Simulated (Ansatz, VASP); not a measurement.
**KTaO3: VASP beside Ansatz**

```
CELL_PARAMETERS angstrom
3.99013 0.00000 0.00000
0.00000 3.99013 0.00000
0.00000 0.00000 3.83053
ATOMIC_POSITIONS crystal
K 0.00000 0.00000 0.00000
Ta 0.50000 0.50000 0.50000
O 0.50000 0.50000 0.00000
O 0.50000 0.00000 0.50000
O 0.00000 0.50000 0.50000
```

Change from the starting cell: uniaxial_z strain -4.0%.

Alike in both runs: task single point; functional r2SCAN; k mesh 6 × 6 × 6; no spin polarisation.

```csv
,VASP,Ansatz
version,VASP 6.6.1,Ansatz 0.2.0
potentials or method,"VASP PAW PBE potentials, release 64 (K_sv, Ta_pv, O)","plane waves, PAW"
plane-wave cutoff (eV),520,500
occupations,"gaussian, width 0.01 eV",fixed
valence electrons in the cell,38,40
```

```csv
,VASP,Ansatz,Ansatz less VASP
gap on the k mesh at the Fermi level (eV),2.61,2.64,+0.033
pressure (GPa),11.2,10.1,-1.17
"traceless stress, the component that is largest in VASP (GPa)",13.06,12.81,-0.242
```

VASP's potentials were made for PBE, not for r2SCAN. VASP's potentials hold 38 valence electrons a cell and Ansatz's 40, so a difference there can come from the potentials and not from the codes.

Neither program's run includes spin-orbit coupling.
